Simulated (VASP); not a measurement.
# SnO2 (P4_2/mnm) in VASP: further runs, part 2 of 2

VASP 6.6.1. The steps go on from the part before.

## Step 5: Single point, PBE (13.58 Å³/atom)

This run uses another cell than the first one, of 13.58 Å³/atom.

INCAR

```
  PREC = Accurate
  ENCUT = 520
  EDIFF = 1E-6
  ISMEAR = 0
  SIGMA = 0.05
  LREAL = F
  LASPH = T
  NELM = 100
  ALGO = Normal
  ISIF = 2
  LWAVE = F
  LCHARG = F
  GGA = PE
  NBANDS = 35
```

KPOINTS

```
Automatic mesh
0
Gamma
  6 6 10
```

POSCAR

```
SnO2
1.0
    5.0421882596      0.0000000000      0.0000000000
    0.0000000000      5.0422025303      0.0000000000
    0.0000000000      0.0000000000      3.2058232955
Sn O
2 4
Direct
    0.5000000000      0.5000000000      0.5000000000
    0.0000000000      0.0000000000      0.0000000000
    0.3095538991      0.3095671955      0.0000000000
    0.8095538991      0.1904328045      0.5000000000
    0.1904461009      0.8095671955      0.5000000000
    0.6904461009      0.6904328045      0.0000000000
```

Potentials or basis: VASP PAW PBE potentials, release 64 (Sn_d, O).

Launch:

```sh
$ cat potpaw_PBE.64/Sn_d/POTCAR potpaw_PBE.64/O/POTCAR > POTCAR
$ mpirun -np 1 vasp_std > vasp.out
```

OUTCAR:

```text
PREC = Accurate
   ENCUT = 520
   EDIFF = 1E-6
   ISMEAR = 0
   LREAL = F
   LASPH = T
   NELM = 100
   ISIF = 2
   GGA = PE

 ion  position               nearest neighbor table
   1  0.500  0.500  0.500-   3 2.10   6 2.10   3 2.10   6 2.10   5 2.21   4 2.21
   2  0.000  0.000  0.000-   4 2.10   5 2.10   4 2.10   5 2.10   3 2.21   6 2.21
   3  0.310  0.310  0.000-   1 2.10   1 2.10   2 2.21
   4  0.810  0.190  0.500-   2 2.10   2 2.10   1 2.21
   5  0.190  0.810  0.500-   2 2.10   2 2.10   1 2.21
   6  0.690  0.690  0.000-   1 2.10   1 2.10   2 2.21

  LATTYP: Found a simple tetragonal cell.
 ALAT       =     5.0421882596
 C/A-ratio  =     0.6358000000

  Lattice vectors:

 A1 = (   5.0421882596,   0.0000000000,   0.0000000000)
 A2 = (   0.0000000000,   5.0422025303,   0.0000000000)
 A3 = (   0.0000000000,   0.0000000000,   3.2058232955)

Analysis of symmetry for initial positions (statically):
=====================================================================
 Subroutine PRICEL returns:
 Original cell was already a primitive cell.

 Routine SETGRP: Setting up the symmetry group for a
 simple tetragonal supercell.

 Subroutine GETGRP returns: Found  8 space group operations
 (whereof  4 operations were pure point group operations)
 out of a pool of 16 trial point group operations.

The static configuration has the point symmetry C_2h.
 The point group associated with its full space group is D_2h.

Analysis of symmetry for dynamics (positions and initial velocities):
=====================================================================
 Subroutine PRICEL returns:
 Original cell was already a primitive cell.

 Routine SETGRP: Setting up the symmetry group for a
 simple tetragonal supercell.

 Subroutine GETGRP returns: Found  8 space group operations
 (whereof  4 operations were pure point group operations)
 out of a pool of 16 trial point group operations.

The dynamic configuration has the point symmetry C_2h.
 The point group associated with its full space group is D_2h.

 Subroutine INISYM returns: Found  8 space group operations
 (whereof  4 operations are pure point group operations),
 and found     1 'primitive' translations

----------------------------------------------------------------------------------------

                                     Primitive cell

  volume of cell :      81.5040

  direct lattice vectors                    reciprocal lattice vectors
     5.042188260  0.000000000  0.000000000     0.198326589  0.000000000  0.000000000
     0.000000000  5.042202530  0.000000000     0.000000000  0.198326028  0.000000000
     0.000000000  0.000000000  3.205823296     0.000000000  0.000000000  0.311932352

  length of vectors
     5.042188260  5.042202530  3.205823296     0.198326589  0.198326028  0.311932352

  position of ions in fractional coordinates (direct lattice)
     0.500000000  0.500000000  0.500000000
     0.000000000  0.000000000  0.000000000
     0.309553899  0.309567196  0.000000000
     0.809553899  0.190432804  0.500000000
     0.190446101  0.809567196  0.500000000
     0.690446101  0.690432804  0.000000000

  ion indices of the primitive-cell ions
   primitive index   ion index
                 1           1
                 2           2
                 3           3
[... 33 lines left out ...]
  0.166667  0.000000  0.000000      2.000000
  0.000000  0.166667  0.000000      2.000000
  0.333333  0.000000  0.000000      2.000000
  0.000000  0.333333  0.000000      2.000000
  0.500000  0.000000  0.000000      1.000000
[... 16 lines left out ...]
  0.000000  0.500000  0.100000      2.000000
  0.166667  0.166667  0.100000      8.000000
 [... further k-points ...]
   k-points           NKPTS =     96   k-points in BZ     NKDIM =     96   number of bands    NBANDS=     35
   number of dos      NEDOS =    301   number of ions     NIONS =      6
   total plane-waves  NPLWV =  38400
   dimension x,y,z NGX =    40 NGY =   40 NGZ =   24
   dimension x,y,z NGXF=    80 NGYF=   80 NGZF=   48
   ions per type =               2   4
   NGX,Y,Z   is equivalent  to a cutoff of  13.19, 13.19, 12.45 a.u.
   NGXF,Y,Z  is equivalent  to a cutoff of  26.38, 26.38, 24.89 a.u.
 SYSTEM =  unknown system
   PREC   = accura    normal or accurate (medium, high low for compatibility)
   ISTART =      0    job   : 0-new  1-cont  2-samecut
   ICHARG =      2    charge: 1-file 2-atom 10-const
   ISPIN  =      1    spin polarized calculation?
   LNONCOLLINEAR =      F non collinear calculations
   LSORBIT =      F    spin-orbit coupling
   LASPH  =      T    aspherical Exc in radial PAW
   ENCUT  =  520.0 eV  38.22 Ry    6.18 a.u.   9.38  9.38  5.96*2*pi/ulx,y,z
   NELM   =    100;   NELMIN=  2; NELMDL= -5     # of ELM steps
   EDIFF  = 0.1E-05   stopping-criterion for ELM
   LREAL  =      F    real-space projection
   EDIFFG = 0.1E-04   stopping-criterion for IOM
   NSW    =      0    number of steps for IOM
   IBRION =     -1    ionic relax: 0-MD 1-quasi-New 2-CG
   NFREE  =      0    steps in history (QN), initial steepest desc. (CG)
   ISIF   =      2    stress and relaxation
   ISYM   =      2    0-nonsym 1-usesym 2-fastsym
   POTIM  = 0.5000    time-step for ionic-motion
   TEBEG  =    0.0;   TEEND  =   0.0 temperature during run
   PSTRESS=    0.0 pullay stress
   NELECT =      52.0000    total number of electrons
   NUPDOWN=      -1.0000    fix difference up-down
   EMIN   =  10.00;   EMAX   =-10.00  energy-range for DOS
   EFERMI =   0.00;   METHOD = LEGACY
   ISMEAR =     0;   SIGMA  =   0.05  broadening in eV -4-tet -1-fermi 0-gaus
   EFERMI_NEDOS =   21; number of points for ismear=-14 and -15
   IALGO  =     38    algorithm
   IMIX   =      4    mixing-type and parameters
     AMIX     =   0.40;   BMIX     =  1.00
     AMIX_MAG =   1.60;   BMIX_MAG =  1.00
  volume/ion in A,a.u.               =      13.58        91.67
  Fermi-wavevector in a.u.,A,eV,Ry     =   1.409342  2.663270 27.024491  1.986244
  Thomas-Fermi vector in A             =   2.531407
   LORBIT       =      0    0 simple, 1 ext, 2 COOP (PROOUT), +10 PAW based schemes
   GGA     = PE    functional components
   LHFCALC =     F    Hartree Fock is set to
   AEXX    =    0.0000 exact exchange contribution
   IVDW    =     0    specifies the selected vdW correction
   LEPSILON=     F    determine dielectric tensor
   LRPA    =     F    only Hartree local field effects (RPA)
 non-spin polarized calculation
 Gauss-broadening in eV      SIGMA  =   0.05
  energy-cutoff  :      520.00
  volume of cell :       81.50
 maximum number of plane-waves:      2220
 NGX is ok and might be reduce to    40
   NGX = 19   NGY = 19   NGZ = 11

 number of electron      52.0000010 magnetization

 Free energy of the ion-electron system (eV)
  ---------------------------------------------------
  ext. energy  EPLUGINS =         0.00000000
  ---------------------------------------------------
  free energy    TOTEN  =       -37.09551485 eV

  energy without entropy =      -37.09551450  energy(sigma->0) =      -37.09551467

 E-fermi :   4.7662     XC(G=0): -10.5464

 val. band max:        4.6427306152   @ k =   0.0000   0.0000   0.0000
 cond. band min:       4.8896264614   @ k =   0.0000   0.0000   0.0000
 fundamental gap:      0.2468958462
 Fermi energy:         4.7661830098

 k-point     1 :       0.0000    0.0000    0.0000
  band No.  band energies     occupation
      1     -16.3335      2.00000
      2     -15.8908      2.00000
      3     -15.6439      2.00000
      4     -15.6165      2.00000
      5     -15.6165      2.00000
      6     -15.5695      2.00000
[... 901 lines left out ...]
     34      15.8699      0.00000
     35      16.2997      0.00000

 [... further k-points ...]

------------------------ aborting loop because EDIFF is reached ----------------------------------------

  FORCE on cell =-STRESS in cart. coord.  units (eV):
  Direction    XX          YY          ZZ          XY          YZ          ZX
  --------------------------------------------------------------------------------------
  -------------------------------------------------------------------------------------
  Total       -5.1510633     -5.1509032     -2.3774602      0.0000000      0.0000000      0.0000000
  in kB     -101.2578135   -101.2546657    -46.7352873      0.0000000      0.0000000      0.0000000
  external PRESSURE =     -83.0825888 kB  Pullay stress =       0.0000000 kB

 VOLUME and BASIS-vectors are now :
 -----------------------------------------------------------------------------
  energy-cutoff  :      520.00
  volume of cell :       81.50
      direct lattice vectors                 reciprocal lattice vectors
     5.042188260  0.000000000  0.000000000     0.198326589  0.000000000  0.000000000
     0.000000000  5.042202530  0.000000000     0.000000000  0.198326028  0.000000000
     0.000000000  0.000000000  3.205823296     0.000000000  0.000000000  0.311932352

 POSITION                                       TOTAL-FORCE (eV/Angst)
 -----------------------------------------------------------------------------------
      2.52109      2.52110      1.60291         0.000000      0.000000      0.000000
      0.00000      0.00000      0.00000         0.000000      0.000000      0.000000
      1.56083      1.56090      0.00000        -0.028506     -0.028576      0.000000
      4.08192      0.96020      1.60291        -0.028506      0.028576      0.000000
      0.96027      4.08200      1.60291         0.028506     -0.028576     -0.000000
      3.48136      3.48130      0.00000         0.028506      0.028576     -0.000000
 -----------------------------------------------------------------------------------
    total drift:                               -0.000000     -0.000000     -0.000000

  FREE ENERGIE OF THE ION-ELECTRON SYSTEM (eV)
  ---------------------------------------------------
  free  energy   TOTEN  =       -37.0955148497 eV

  energy  without entropy=      -37.0955144965  energy(sigma->0) =      -37.09551467
```

stdout:

```text
POSCAR found type information on POSCAR SnO
 POSCAR found :  2 types and       6 ions
 scaLAPACK will be used
 LDA part: xc-table for (Slater+PW92), standard interpolation
 POSCAR, INCAR and KPOINTS ok, starting setup
 FFT: planning ... GRIDC
 FFT: planning ... GRID_SOFT
 FFT: planning ... GRID
 WAVECAR not read
 entering main loop
```

It took 1.7 min on 1 thread of Intel Xeon 6975P-C (Granite Rapids), shared host; peak memory 0.33 GiB.

What came out:

```
Free energy            : -37.0955 eV
Pressure               : -8.3 GPa
Largest force          : 0.040 eV/Å
Band gap on the k mesh : 0.25 eV
```

Forces on the atoms (eV/Å):
```
Sn   0.000  0.000  0.000
Sn   0.000  0.000  0.000
O   -0.029 -0.029  0.000
O   -0.029  0.029  0.000
O    0.029 -0.029  0.000
O    0.029  0.029  0.000
```

Levels at points of the mesh, in eV from the valence-band top:
| k point | band 22 | band 23 | band 24 | band 25 | band 26 | band 27 | band 28 | band 29 | band 30 | band 31 |
| --- | --- | --- | --- | --- | --- | --- | --- | --- | --- | --- |
| (0.00, 0.00, 0.00) | -1.14 | -1.14 | -0.73 | -0.73 | 0.00 | 0.25 | 5.32 | 6.02 | 6.02 | 9.89 |
| (0.50, 0.00, 0.00) | -1.76 | -1.10 | -1.10 | -0.62 | -0.62 | 3.24 | 3.24 | 6.75 | 6.75 | 9.25 |
| (0.00, 0.50, 0.00) | -1.76 | -1.10 | -1.10 | -0.62 | -0.62 | 3.24 | 3.24 | 6.75 | 6.75 | 9.25 |
| (0.50, 0.50, 0.00) | -1.61 | -1.18 | -1.18 | -0.84 | -0.84 | 3.65 | 3.65 | 6.87 | 6.87 | 9.37 |
| (0.00, 0.00, 0.50) | -2.38 | -1.29 | -1.29 | -1.08 | -1.08 | 4.92 | 4.92 | 8.74 | 8.74 | 9.23 |
| (0.50, 0.00, 0.50) | -1.52 | -0.92 | -0.92 | -0.84 | -0.84 | 5.12 | 5.12 | 6.78 | 6.78 | 10.44 |
| (0.00, 0.50, 0.50) | -1.52 | -0.92 | -0.92 | -0.84 | -0.84 | 5.12 | 5.12 | 6.78 | 6.78 | 10.44 |
| (0.50, 0.50, 0.50) | -2.35 | -0.90 | -0.90 | -0.74 | -0.74 | 3.84 | 3.84 | 8.02 | 8.02 | 9.90 |

Caveat: the cell stands under tension; spin-orbit coupling is left out, which moves the levels of the heavy elements.

## Step 6: Single point, PBE (13.58 Å³/atom)

This run uses another cell than the first one, of 13.58 Å³/atom.

INCAR

```
SYSTEM = SnO2
  PREC = Accurate
  ENCUT = 520
  EDIFF = 1E-6
  ISMEAR = 0
  SIGMA = 0.05
  LREAL = .FALSE.
  LASPH = .TRUE.
  NELM = 60
  ALGO = Normal
  ISIF = 2
  LWAVE = .FALSE.
  LCHARG = .FALSE.
  GGA = PE
  NBANDS = 35
```

KPOINTS

```
Automatic mesh
0
G
  6 6 10
  0 0 0
```

POSCAR

```
SnO2
1.0
    4.8657570060      0.0000000000      0.0000000000
    0.0000000000      4.8657707774      0.0000000000
    0.0000000000      0.0000000000      3.4425230818
Sn O
2 4
Direct
    0.5000000000      0.5000000000      0.5000000000
    0.0000000000      0.0000000000      0.0000000000
    0.3081549661      0.3081658879      0.0000000000
    0.8081549661      0.1918341121      0.5000000000
    0.1918450339      0.8081658879      0.5000000000
    0.6918450339      0.6918341121      0.0000000000
```

Potentials or basis: VASP PAW PBE potentials, release 64 (Sn_d, O).

Launch:

```sh
$ cat potpaw_PBE.64/Sn_d/POTCAR potpaw_PBE.64/O/POTCAR > POTCAR
$ mpirun -np 1 vasp_std > vasp.out
```

Run time: 94 s. Hardware: 1 thread of Intel Xeon 6975P-C (Granite Rapids), shared host; peak memory 0.32 GiB.

The run converged. Its results:

```
Free energy            : -36.9779 eV
Pressure               : -12.0 GPa
Largest force          : 0.005 eV/Å
Band gap on the k mesh : 0.07 eV (least direct gap 0.29 eV)
```

Forces on the atoms (eV/Å):
```
Sn   0.000  0.000  0.000
Sn   0.000  0.000  0.000
O   -0.003 -0.003  0.000
O   -0.003  0.003  0.000
O    0.003 -0.003  0.000
O    0.003  0.003  0.000
```

Stress tensor (GPa, compression positive):
```
 -8.38   0.00   0.00
  0.00  -8.38   0.00
  0.00   0.00 -19.34
```

Levels at points of the mesh, in eV from the valence-band top:
| k point | band 23 | band 24 | band 25 | band 26 | band 27 | band 28 | band 29 | band 30 |
| --- | --- | --- | --- | --- | --- | --- | --- | --- |
| (0.00, 0.00, 0.00) | -1.28 | -0.55 | -0.55 | -0.22 | 0.07 | 4.62 | 5.42 | 5.42 |
| (0.50, 0.00, 0.00) | -1.21 | -1.21 | -0.45 | -0.45 | 3.17 | 3.17 | 6.09 | 6.09 |
| (0.00, 0.50, 0.00) | -1.21 | -1.21 | -0.45 | -0.45 | 3.17 | 3.17 | 6.09 | 6.09 |
| (0.50, 0.50, 0.00) | -1.36 | -1.36 | -0.60 | -0.60 | 3.38 | 3.38 | 6.46 | 6.46 |
| (0.00, 0.00, 0.50) | -1.28 | -1.28 | -0.98 | -0.98 | 4.77 | 4.77 | 8.98 | 8.98 |
| (0.50, 0.00, 0.50) | -0.78 | -0.78 | -0.61 | -0.61 | 5.07 | 5.07 | 7.27 | 7.27 |
| (0.00, 0.50, 0.50) | -0.78 | -0.78 | -0.61 | -0.61 | 5.07 | 5.07 | 7.27 | 7.27 |
| (0.50, 0.50, 0.50) | -0.73 | -0.73 | -0.55 | -0.55 | 3.75 | 3.75 | 8.27 | 8.27 |

Caveat: the cell stands under tension; spin-orbit coupling is left out, which moves the levels of the heavy elements. A k mesh can miss the band edges.

## Step 7: Summary

```csv
cell,gap on the mesh (eV),pressure (GPa),largest force (eV/Å)
"a = 5.014, b = 5.014, c = 3.363 Å, 6 atoms, atomic positions A",0.06,-14.4,0.03
"a = 5.104, b = 5.104, c = 3.245 Å, 6 atoms, atomic positions A",0.01,-12.0,0.05
"a = 4.998, b = 4.998, c = 3.263 Å, 6 atoms, atomic positions A",0.09,-9.6,0.03
"a = 5.042, b = 5.042, c = 3.206 Å, 6 atoms, atomic positions A",0.25,-8.3,0.04
"a = 4.866, b = 4.866, c = 3.443 Å, 6 atoms, atomic positions B",0.07,-12.0,-
```

Alike in all rows: task single point; level PBE; potentials or basis VASP PAW PBE potentials, release 64 (Sn_d, O); no spin polarisation; k mesh 6 × 6 × 10; cutoff (eV) 520; smearing gaussian 0.05 eV.

Caveats: the cell stands under tension; spin-orbit coupling is left out, which moves the levels of the heavy elements.

Absolute energies hang on the potentials; compare differences alone.
